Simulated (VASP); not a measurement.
# Ba4Er (C2/m) in VASP: single point with PBE

Aim: the single point of Ba4Er with PBE.

Everything below comes from runs of VASP 6.6.1. Logs are shortened: lines on timing, memory, paths and dates and some standing lists are left out, and cuts for length are marked.

### 1 The cell of the first run

It takes space group C2/m (No. 12, monoclinic). Conventional cell: a = 15.465 Å, b = 4.502 Å, c = 10.934 Å, α = 90.00°, β = 134.84°, γ = 90.00°. Within 5.3 Å of Ba (site symmetry m) lie 3 Er at 3.88 to 5.18 Å and 11 Ba at 4.31 to 5.24 Å. Ba (site symmetry m) has 3 Er at 3.87 to 5.16 Å and 11 Ba at 4.29 to 5.28 Å within 5.3 Å. Er (site symmetry 2/m) has 12 Ba at 3.87 to 5.18 Å and 2 Er at 4.50 Å within 5.2 Å.

### 2 Single point, PBE

INCAR

```
ALGO = Normal
EDIFF = 1E-6
ENCUT = 500
GGA = PE
GGA_COMPAT = False
ISIF = 2
ISMEAR = 0
LASPH = True
LCHARG = False
LMAXMIX = 6
LREAL = False
LWAVE = False
NBANDS = 32
NELM = 200
PREC = Accurate
SIGMA = 0.1
```

KPOINTS

```
k-points
0
Gamma
  8 8 4
```

POSCAR

```
Ba4Er
1.0
    7.7322554242     -2.2509843253     -0.0830271760
    7.7322554242      2.2509843253     -0.0830271760
   -7.6255821398      0.0000000000      7.8360605912
Ba Er
4 1
Direct
    0.0841619415      0.0841619415      0.3598721059
    0.9158380585      0.9158380585      0.6401278941
    0.2748415245      0.2748415245      0.1900062478
    0.7251584755      0.7251584755      0.8099937522
    0.5000000000      0.5000000000      0.0000000000
```

Potentials or basis: VASP PAW PBE potentials, release 64 (Ba_sv, Er_3), 4f in core.

Run with:

```
> cat potpaw_PBE.64/Ba_sv/POTCAR potpaw_PBE.64/Er_3/POTCAR > POTCAR
> mpirun -np 1 vasp_std > vasp.out
```

OUTCAR:

```text
EDIFF = 1E-6
   ENCUT = 500
   GGA = PE
   ISIF = 2
   ISMEAR = 0
   LASPH = True
   LREAL = False
   NELM = 200
   PREC = Accurate

 ion  position               nearest neighbor table
   1  0.084  0.084  0.360-   5 3.88   5 3.88   2 4.31   2 4.31   3 4.34   3 4.34   4 4.35   4 4.35
                             3 4.46   4 4.46
   2  0.916  0.916  0.640-   5 3.88   5 3.88   1 4.31   1 4.31   4 4.34   4 4.34   3 4.35   3 4.35
                             4 4.46   3 4.46
   3  0.275  0.275  0.190-   5 3.87   5 3.87   4 4.29   4 4.29   1 4.34   1 4.34   2 4.35   2 4.35
                             1 4.46   2 4.46
   4  0.725  0.725  0.810-   5 3.87   5 3.87   3 4.29   3 4.29   2 4.34   2 4.34   1 4.35   1 4.35
                             2 4.46   1 4.46
   5  0.500  0.500  0.000-   3 3.87   3 3.87   4 3.87   4 3.87   2 3.88   1 3.88   2 3.88   1 3.88

  LATTYP: Found a base centered monoclinic cell.
 ALAT       =    15.4654023494
 B/A-ratio  =     0.2910993551
 C/A-ratio  =     0.7070003833
 COS(beta)  =    -0.7050711106

  Lattice vectors:

 A1 = (   7.7322554242,  -2.2509843253,  -0.0830271760)
 A2 = (   7.7322554242,   2.2509843253,  -0.0830271760)
 A3 = (  -7.6255821398,   0.0000000000,   7.8360605912)

Analysis of symmetry for initial positions (statically):
=====================================================================
 Subroutine PRICEL returns:
 Original cell was already a primitive cell.

 Routine SETGRP: Setting up the symmetry group for a
 base centered monoclinic supercell.

 Subroutine GETGRP returns: Found  4 space group operations
 (whereof  4 operations were pure point group operations)
 out of a pool of  4 trial point group operations.

The static configuration has the point symmetry C_2h.

Analysis of symmetry for dynamics (positions and initial velocities):
=====================================================================
 Subroutine PRICEL returns:
 Original cell was already a primitive cell.

 Routine SETGRP: Setting up the symmetry group for a
 base centered monoclinic supercell.

 Subroutine GETGRP returns: Found  4 space group operations
 (whereof  4 operations were pure point group operations)
 out of a pool of  4 trial point group operations.

The dynamic configuration has the point symmetry C_2h.

 Subroutine INISYM returns: Found  4 space group operations
 (whereof  4 operations are pure point group operations),
 and found     1 'primitive' translations

----------------------------------------------------------------------------------------

                                     Primitive cell

  volume of cell :     269.9258

  direct lattice vectors                    reciprocal lattice vectors
     7.732255424 -2.250984325 -0.083027176     0.065347020 -0.222125047  0.063591783
     7.732255424  2.250984325 -0.083027176     0.065347020  0.222125047  0.063591783
    -7.625582140  0.000000000  7.836060591     0.001384772  0.000000000  0.128962721

  length of vectors
     8.053669840  8.053669840 10.934045389     0.240111817  0.240111817  0.128970155

  position of ions in fractional coordinates (direct lattice)
     0.084161941  0.084161941  0.359872106
     0.915838059  0.915838059  0.640127894
     0.274841524  0.274841524  0.190006248
     0.725158476  0.725158476  0.809993752
     0.500000000  0.500000000  0.000000000

  ion indices of the primitive-cell ions
   primitive index   ion index
                 1           1
                 2           2
                 3           3
                 4           4
                 5           5

----------------------------------------------------------------------------------------

 KPOINTS: k-points

Automatic generation of k-mesh.
 Grid dimensions read from file:
 generate k-points for:    8    8    4

 Generating k-lattice:

  Cartesian coordinates                     Fractional coordinates (reciprocal lattice)
     0.008168377 -0.027765631  0.007948973     0.125000000 -0.000000000 -0.000000000
     0.008168377  0.027765631  0.007948973    -0.000000000  0.125000000 -0.000000000
     0.000346193  0.000000000  0.032240680     0.000000000  0.000000000  0.250000000

  Length of vectors
     0.030013977  0.030013977  0.032242539

  Shift w.r.t. Gamma in fractional coordinates (k-lattice)
     0.000000000  0.000000000  0.000000000

 Subroutine IBZKPT returns following result:
 ===========================================

 Found     78 irreducible k-points:

 Following reciprocal coordinates:
            Coordinates               Weight
  0.000000  0.000000  0.000000      1.000000
  0.125000  0.000000 -0.000000      4.000000
  0.250000  0.000000 -0.000000      4.000000
  0.375000 -0.000000  0.000000      4.000000
  0.500000  0.000000 -0.000000      2.000000
  0.125000  0.125000 -0.000000      2.000000
[... 16 lines left out ...]
  0.125000 -0.000000  0.250000      4.000000
  0.250000  0.000000  0.250000      4.000000
 [... further k-points ...]
   k-points           NKPTS =     78   k-points in BZ     NKDIM =     78   number of bands    NBANDS=     32
   number of dos      NEDOS =    301   number of ions     NIONS =      5
   total plane-waves  NPLWV = 288000
   dimension x,y,z NGX =    60 NGY =   60 NGZ =   80
   dimension x,y,z NGXF=   120 NGYF=  120 NGZF=  160
   ions per type =               4   1
   NGX,Y,Z   is equivalent  to a cutoff of  12.39, 12.39, 12.16 a.u.
   NGXF,Y,Z  is equivalent  to a cutoff of  24.77, 24.77, 24.33 a.u.
 SYSTEM =  unknown system
   PREC   = accura    normal or accurate (medium, high low for compatibility)
   ISTART =      0    job   : 0-new  1-cont  2-samecut
   ICHARG =      2    charge: 1-file 2-atom 10-const
   ISPIN  =      1    spin polarized calculation?
   LNONCOLLINEAR =      F non collinear calculations
   LSORBIT =      F    spin-orbit coupling
   LASPH  =      T    aspherical Exc in radial PAW
   ENCUT  =  500.0 eV  36.75 Ry    6.06 a.u.  14.68 14.68 19.94*2*pi/ulx,y,z
   NELM   =    200;   NELMIN=  2; NELMDL= -5     # of ELM steps
   EDIFF  = 0.1E-05   stopping-criterion for ELM
   LREAL  =      F    real-space projection
   EDIFFG = 0.1E-04   stopping-criterion for IOM
   NSW    =      0    number of steps for IOM
   IBRION =     -1    ionic relax: 0-MD 1-quasi-New 2-CG
   NFREE  =      0    steps in history (QN), initial steepest desc. (CG)
   ISIF   =      2    stress and relaxation
   ISYM   =      2    0-nonsym 1-usesym 2-fastsym
   POTIM  = 0.5000    time-step for ionic-motion
   TEBEG  =    0.0;   TEEND  =   0.0 temperature during run
   PSTRESS=    0.0 pullay stress
   NELECT =      49.0000    total number of electrons
   NUPDOWN=      -1.0000    fix difference up-down
   EMIN   =  10.00;   EMAX   =-10.00  energy-range for DOS
   EFERMI =   0.00;   METHOD = LEGACY
   ISMEAR =     0;   SIGMA  =   0.10  broadening in eV -4-tet -1-fermi 0-gaus
   EFERMI_NEDOS =   21; number of points for ismear=-14 and -15
   IALGO  =     38    algorithm
   IMIX   =      4    mixing-type and parameters
     AMIX     =   0.40;   BMIX     =  1.00
     AMIX_MAG =   1.60;   BMIX_MAG =  1.00
  volume/ion in A,a.u.               =      53.99       364.31
  Fermi-wavevector in a.u.,A,eV,Ry     =   0.926955  1.751691 11.690748  0.859246
  Thomas-Fermi vector in A             =   2.052973
   LORBIT       =      0    0 simple, 1 ext, 2 COOP (PROOUT), +10 PAW based schemes
   GGA     = PE    functional components
   LHFCALC =     F    Hartree Fock is set to
   AEXX    =    0.0000 exact exchange contribution
   IVDW    =     0    specifies the selected vdW correction
   LEPSILON=     F    determine dielectric tensor
   LRPA    =     F    only Hartree local field effects (RPA)
 non-spin polarized calculation
 Gauss-broadening in eV      SIGMA  =   0.10
  energy-cutoff  :      500.00
  volume of cell :      269.93
 maximum number of plane-waves:      6872
   NGX = 29   NGY = 29   NGZ = 39

 number of electron      49.0000001 magnetization

 Free energy of the ion-electron system (eV)
  ---------------------------------------------------
  ext. energy  EPLUGINS =         0.00000000
  ---------------------------------------------------
  free energy    TOTEN  =       -11.34060536 eV

  energy without entropy =      -11.30947294  energy(sigma->0) =      -11.32503915

 E-fermi :   1.9652     XC(G=0):  -7.8658

 val. band max:        1.9647524912   @ k =   0.5000   0.1250  -0.0000
 cond. band min:       1.9668050602   @ k =   0.5000   0.2500   0.5000
 fundamental gap:      0.0020525690
 Fermi energy:         1.9652243404

 k-point     1 :       0.0000    0.0000    0.0000
  band No.  band energies     occupation
      1     -26.6690      2.00000
      2     -26.6237      2.00000
      3     -26.6182      2.00000
      4     -26.6163      2.00000
      5     -23.8877      2.00000
      6     -23.8855      2.00000
[... 24 lines left out ...]
     31       3.1764      0.00000
     32       3.5773      0.00000

 k-point     2 :       0.1250    0.0000   -0.0000
  band No.  band energies     occupation
      1     -26.6644      2.00000
      2     -26.6239      2.00000
      3     -26.6175      2.00000
      4     -26.6141      2.00000
      5     -23.8876      2.00000
      6     -23.8854      2.00000
[... 24 lines left out ...]
     31       3.0065      0.00000
     32       3.3406      0.00000

 k-point     3 :       0.2500    0.0000   -0.0000
  band No.  band energies     occupation
      1     -26.6522      2.00000
      2     -26.6231      2.00000
      3     -26.6154      2.00000
      4     -26.6112      2.00000
      5     -23.8874      2.00000
      6     -23.8852      2.00000
[... 24 lines left out ...]
     31       2.8526      0.00000
     32       2.9291      0.00000

 k-point     4 :       0.3750   -0.0000    0.0000
  band No.  band energies     occupation
      1     -26.6370      2.00000
      2     -26.6215      2.00000
      3     -26.6141      2.00000
      4     -26.6113      2.00000
      5     -23.8871      2.00000
      6     -23.8850      2.00000
[... 654 lines left out ...]
     31       3.2570      0.00000
     32       3.5000      0.00000

 k-point    23 :       0.1250   -0.0000    0.2500
  band No.  band energies     occupation
      1     -26.6576      2.00000
      2     -26.6332      2.00000
      3     -26.6197      2.00000
      4     -26.6094      2.00000
      5     -23.8875      2.00000
      6     -23.8854      2.00000
[... 24 lines left out ...]
     31       3.1254      0.00000
     32       3.3053      0.00000

 k-point    24 :       0.2500    0.0000    0.2500
  band No.  band energies     occupation
      1     -26.6449      2.00000
      2     -26.6309      2.00000
      3     -26.6169      2.00000
      4     -26.6094      2.00000
      5     -23.8873      2.00000
      6     -23.8852      2.00000
[... 24 lines left out ...]
     31       2.8588      0.00000
     32       3.0350      0.00000

 [... further k-points ...]

------------------------ aborting loop because EDIFF is reached ----------------------------------------

  FORCE on cell =-STRESS in cart. coord.  units (eV):
  Direction    XX          YY          ZZ          XY          YZ          ZX
  --------------------------------------------------------------------------------------
  -------------------------------------------------------------------------------------
  Total        0.1926777      0.2099428      0.1822894      0.0000000      0.0000000     -0.0002658
  in kB        1.1436614      1.2461406      1.0820007      0.0000000      0.0000000     -0.0015774
  external PRESSURE =       1.1572675 kB  Pullay stress =       0.0000000 kB

 VOLUME and BASIS-vectors are now :
 -----------------------------------------------------------------------------
  energy-cutoff  :      500.00
  volume of cell :      269.93
      direct lattice vectors                 reciprocal lattice vectors
     7.732255424 -2.250984325 -0.083027176     0.065347020 -0.222125047  0.063591783
     7.732255424  2.250984325 -0.083027176     0.065347020  0.222125047  0.063591783
    -7.625582140  0.000000000  7.836060591     0.001384772  0.000000000  0.128962721

 POSITION                                       TOTAL-FORCE (eV/Angst)
 -----------------------------------------------------------------------------------
     -1.44271      0.00000      2.80600        -0.006756      0.000000      0.015813
      9.28164      0.00000      4.86400         0.006756      0.000000     -0.015813
      2.80138      0.00000      1.44326         0.007657      0.000000      0.014374
      5.03755      0.00000      6.22674        -0.007657      0.000000     -0.014374
      7.73226      0.00000     -0.08303        -0.000000     -0.000000      0.000000
 -----------------------------------------------------------------------------------
    total drift:                               -0.000000      0.000000     -0.000000

  FREE ENERGIE OF THE ION-ELECTRON SYSTEM (eV)
  ---------------------------------------------------
  free  energy   TOTEN  =       -11.3406053589 eV

  energy  without entropy=      -11.3094729397  energy(sigma->0) =      -11.32503915
```

It took 13 min on 1 thread of Intel Xeon Platinum 8488C (Sapphire Rapids), shared host; peak memory 0.95 GiB.

Results:

* Free energy: -11.3406 eV
* Pressure: 0.1 GPa
* Largest force: 0.017 eV/Å
* Band gap on the k mesh: zero (an odd number of electrons rules out a gap without spin polarisation)

Forces in eV/Å, atoms in the order of the input:
```
Ba  -0.007  0.000  0.016
Ba   0.007  0.000 -0.016
Ba   0.008  0.000  0.014
Ba  -0.008  0.000 -0.014
Er   0.000  0.000  0.000
```

Caveat: spin-orbit coupling is left out, which moves the levels of the heavy elements; the 4f electrons are frozen in the core, so they carry no moment and show no levels. Spin polarisation is off, so any magnetic state and its effect on volume and gap are missing.
